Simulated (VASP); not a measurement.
Runs of VASP 6.6.1 on Be. The structure is that of space group P4_2/mnm (No. 136), or close to it. The cells are those of the table. 

| task | cell | k mesh | cutoff (eV) | gap on the mesh (eV) | pressure (GPa) | largest force (eV/Å) |
| --- | --- | --- | --- | --- | --- | --- |
| relaxation of cell and atoms | relaxed from a = 3.747, b = 3.747, c = 2.281 Å, 4 atoms | 12 × 12 × 18 | 600 | none | 0.0 | - |
| single point | a = 3.749, b = 3.749, c = 2.260 Å, 4 atoms | 12 × 12 × 18 | 520 | none | 0.4 | - |
| single point | a = 3.879, b = 3.879, c = 2.294 Å, 4 atoms | 12 × 12 × 18 | 520 | none | (a) | (b) |
| single point | a = 3.564, b = 3.564, c = 2.375 Å, 4 atoms | 12 × 12 × 18 | 520 | none | 9.3 | 1.22 |
| single point | a = 3.747, b = 3.747, c = 2.281 Å, 4 atoms | 10 × 10 × 16 | 520 | none | -0.7 | 0.26 |

Alike in all rows: level PBEsol; potentials or basis VASP PAW PBE potentials, release 64 (Be); no spin polarisation; smearing gaussian 0.1 eV.

Problem. Fill in the values left out.

Solution. (a) -7.7; (b) 0.40.

Caveats: the PAW data sets were made with another functional, which shifts forces and pressure a little.

A gap of «none» marks levels without a gap at the run's occupations.
